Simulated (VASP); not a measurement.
Input of a VASP 6.6.1 run:

The input INCAR:

```
SYSTEM = CuI
ALGO = Normal
EDIFF = 1E-7
ENCUT = 520
GGA = PE
ISIF = 2
ISMEAR = 0
LASPH = .True.
LCHARG = .True.
LELF = .True.
LREAL = .False.
LVHAR = .True.
LWAVE = .False.
NBANDS = 16
NELM = 100
PREC = Accurate
SIGMA = 0.05
```

Contents of KPOINTS:

```
k-points
0
Gamma
  8 8 8
  0 0 0
```

POSCAR

```
CuI
1.0
    0.0000000000      2.9050489712      3.0242025517
    3.0242025517      0.0000000000      3.0242025517
    3.0242025517      2.9050489712      0.0000000000
Cu I
1 1
Direct
    0.7500000000      0.7500000000      0.7500000000
    0.0000000000      0.0000000000      0.0000000000
```

Potentials or basis: VASP PAW PBE potentials, release 64 (Cu, I).

The run is started by

```sh
$ cat potpaw_PBE.64/Cu/POTCAR potpaw_PBE.64/I/POTCAR > POTCAR
$ mpirun -np 1 vasp_std > vasp.out
```

Predict the band gap on the k mesh.

1.23 eV, direct.

What does it give for the pressure?

2.5 GPa.

Stress tensor (GPa, compression positive):
```
2.31 0.00 0.00
0.00 2.94 0.00
0.00 0.00 2.31
```

Caveat: spin-orbit coupling is left out, which moves the levels of the heavy elements.
